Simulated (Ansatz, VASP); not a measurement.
**SiC in VASP and in Ansatz**

```
CELL_PARAMETERS angstrom
2.84540 0.00000 0.00000
-1.42270 2.46419 0.00000
0.00000 0.00000 4.86108
ATOMIC_POSITIONS crystal
Si 0.33333 0.66667 0.00460
Si 0.66667 0.33333 0.50460
C 0.33333 0.66667 0.38040
C 0.66667 0.33333 0.88040
```

Alike in both runs: task relaxation of the atoms; functional LDA; k mesh 12 × 12 × 6; occupations gaussian, width 0.05 eV; no spin polarisation.

|  | VASP | Ansatz |
| --- | --- | --- |
| version | VASP 6.6.1 | Ansatz 0.2.0 |
| potentials or method | VASP PAW LDA potentials, release 64 (Si, C), cutoff 520 eV | scalar-relativistic, plane waves, PAW |
| valence electrons in the cell | 16 | 16 |

|  | VASP | Ansatz | Ansatz less VASP |
| --- | --- | --- | --- |
| gap on the k mesh at the Fermi level, each at its own relaxed structure (eV) | 1.31 | 1.33 | +0.019 |

Ansatz warns that its potentials were made for another functional, while VASP's fit it. LDA's correlation is that of Perdew and Zunger in VASP and of Perdew and Wang (1992) in Ansatz. Ansatz's warnings: stress scf threshold loose.
